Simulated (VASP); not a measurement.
## BP: single point with PBE

Crystal: BP.

```
B P
1.0
     0.00000    2.20593    2.34238
     2.20593    0.00000    2.34238
     2.20593    2.20593    0.00000
B P
1 1
Cartesian
  0.0000 0.0000 0.0000
  3.3089 3.3089 3.5136
```

This cell differs from its parent crystal: strain -0.030 along x and y, +0.030 along z.

| Quantity | Value |
| --- | --- |
| Program | VASP 6.6.1 |
| Task | single point |
| Functional | PBE |
| Potentials or basis | VASP PAW PBE potentials, release 64 (B, P) |
| Cutoff | 520 eV |
| k mesh | 10 × 10 × 10 |
| Occupations | gaussian, width 0.05 eV |
| Spin | no spin polarisation |

The pressure is 5.1 GPa and the band gap on the k mesh is 0.75 eV, indirect (least direct gap 3.13 eV).

Stress tensor (GPa, compression positive):
```
11.00  0.00  0.00
 0.00 11.00  0.00
 0.00  0.00 -6.75
```

Levels at points of the mesh, in eV from the valence-band top:
```
           k point  band 1  band 2  band 3  band 4  band 5  band 6  band 7  band 8  band 9
(0.00, 0.00, 0.00)  -15.90   -0.64    0.00    0.00    3.13    3.13    3.46    7.46   11.10
(0.50, 0.00, 0.00)  -12.47   -9.42   -2.41   -1.59    3.21    4.73    4.83   10.04   14.21
(0.50, 0.50, 0.00)  -11.31   -9.28   -3.98   -3.98    1.52    2.01   12.14   12.14   14.81
(0.50, 0.00, 0.50)  -10.70   -8.74   -4.68   -4.55    0.86    1.14   11.34   12.64   14.94
```

It took 8.9 s on 1 thread of AMD EPYC 9R45 96-Core Processor (Zen 5), with other jobs on the host, peak memory 0.12 GiB.

Caveat: the cell differs from its parent crystal (strain -0.030 along x and y, +0.030 along z). A k mesh can miss the band edges.
